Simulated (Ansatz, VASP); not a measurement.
One calculation of Ru, two programs

INCAR

```
PREC = Accurate
ENCUT = 520
EDIFF = 1E-7
ISMEAR = -1
SIGMA = 0.05
LREAL = F
LASPH = T
NELM = 150
ALGO = Normal
ISIF = 2
LWAVE = F
LCHARG = T
ISPIN = 2
MAGMOM = 1
LORBIT = 11
LMAXMIX = 4
GGA = PE
LELF = T
LVHAR = T
NBANDS = 17
```

KPOINTS

```
Automatic mesh
0
Gamma
  23 23 23
```

The input POSCAR:

```
Ru
1.0
    0.0000000000      1.9056559081      1.9056559081
    1.9056559081      0.0000000000      1.9056559081
    1.9056559081      1.9056559081      0.0000000000
Ru
1
Direct
    0.0000000000      0.0000000000      0.0000000000
```

Input for Ansatz:

```yaml
crystal:
  lattice:
    - [0.0, 1.9056559081, 1.9056559081]
    - [1.9056559081, 0.0, 1.9056559081]
    - [1.9056559081, 1.9056559081, 0.0]
  atoms:
    - { symbol: Ru, position: [0.0, 0.0, 0.0], spin: 1.0 }
hamiltonian:
  xc: pbe
  pseudopotentials:
    kind: paw
    azcp:
      Ru: "pseudopotentials/Ru.paw.azcp"
basis:
  ecutwfc: 420
  fft_grid_basis: typed
kpoints:
  mp_grid: { grid: [23, 23, 23], shift: [0, 0, 0] }
magnetization:
  spin_polarized: true
scf:
  occupations: { method: fermi_dirac, width: 0.05 }
```

Alike in both runs: task single point; functional PBE; k mesh 23 × 23 × 23; occupations fermi-dirac, width 0.05 eV; collinear spin.

|  | VASP | Ansatz |
| --- | --- | --- |
| version | VASP 6.6.1 | Ansatz 0.2.0 |
| potentials or method | VASP PAW PBE potentials, release 64 (Ru_pv), cutoff 520 eV | plane waves (420 eV) with PAW, scalar-relativistic |
| valence electrons in the cell | 14 | 16 |

```tsv
	VASP	Ansatz	Ansatz less VASP
net moment per atom (μB)	0.00	0.00	0.000
```

VASP's potentials hold 14 valence electrons a cell and Ansatz's 16, so a difference there can come from the potentials and not from the codes. Ansatz's warnings: seeded moment not kept.
